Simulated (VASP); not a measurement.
A run of VASP 6.6.1 is set up as follows.

INCAR

```
ALGO = Fast ; DIPOL = 0.5 0.5 0.500
EDIFF = 1E-7 ; ENCUT = 520
GGA = PS ; IDIPOL = 3
ISIF = 2 ; ISMEAR = 0
LASPH = True ; LCHARG = False
LDIPOL = True ; LREAL = Auto
LWAVE = False ; NBANDS = 114
NELM = 60 ; PREC = Accurate
SIGMA = 0.1
```

File KPOINTS:

```
k-points
0
Gamma
  12 5 1
```

File POSCAR:

```
TaN
1.0
    2.8707276426      0.0000000000      0.0000000000
    0.0000000000      7.7361478487      0.0000000000
    0.0000000000      0.0000000000     25.8471342471
N Ta
12 12
Direct
    0.0000000000      0.3499711934      0.2978481445
    0.0000000000      0.7066025446      0.3336680333
    0.0000000000      0.0710750440      0.3637860319
    0.0000000000      0.4301445444      0.4017576613
    0.0000000000      0.7880844736      0.4378835144
    0.0000000000      0.1438598383      0.4753473204
    0.0000000000      0.5012517266      0.5125837924
    0.0000000000      0.8567453392      0.5482358257
    0.0000000000      0.2176898621      0.5859401501
    0.0000000000      0.5720636228      0.6247804653
    0.0000000000      0.9264624325      0.6570199076
    0.0000000000      0.2581043380      0.6930577055
    0.5000000000      0.1635240766      0.3054403358
    0.5000000000      0.5072231745      0.3388402945
    0.5000000000      0.8533245119      0.3745866799
    0.5000000000      0.2151549689      0.4135673739
    0.5000000000      0.5728676948      0.4504139959
    0.5000000000      0.9297999688      0.4867755283
    0.5000000000      0.2881724842      0.5247631359
    0.5000000000      0.6430536269      0.5621614798
    0.5000000000      0.0010185175      0.5969660919
    0.5000000000      0.3556260315      0.6384425737
    0.5000000000      0.7209827341      0.6721270467
    0.5000000000      0.0700543934      0.7040069114
```

Potentials or basis: VASP PAW PBE potentials, release 64 (N, Ta_pv).

Launch:

```bash
$ cat potpaw_PBE.64/N/POTCAR potpaw_PBE.64/Ta_pv/POTCAR > POTCAR
$ mpirun -np 1 vasp_std > vasp.out
```

Problem. Predict the largest force.

Solution. 0.076 eV/Å.

Problem. Predict the band gap on the k mesh.

Solution. Zero (bands 96 and 97 overlap by 1.00 eV).

Forces on the atoms (eV/Å):
```
N    0.000  0.021 -0.040
N    0.000  0.022 -0.034
N    0.000 -0.010 -0.011
N    0.000  0.012 -0.003
N    0.000  0.002 -0.005
N    0.000  0.004 -0.005
N    0.000 -0.005 -0.004
N    0.000 -0.002 -0.003
N    0.000  0.005 -0.007
N    0.000  0.006 -0.002
N    0.000 -0.008  0.001
N    0.000  0.036  0.023
Ta   0.000 -0.056 -0.040
Ta   0.000  0.004  0.005
Ta   0.000  0.006  0.010
Ta   0.000  0.009  0.004
Ta   0.000 -0.010 -0.005
Ta   0.000  0.005 -0.003
Ta   0.000 -0.003 -0.006
Ta   0.000 -0.001  0.006
Ta   0.000  0.000 -0.001
Ta   0.000  0.021  0.003
Ta   0.000 -0.031  0.049
Ta   0.000 -0.028  0.070
```

Caveat: the PAW data sets were made with another functional, which shifts forces and pressure a little; spin-orbit coupling is left out, which moves the levels of the heavy elements.
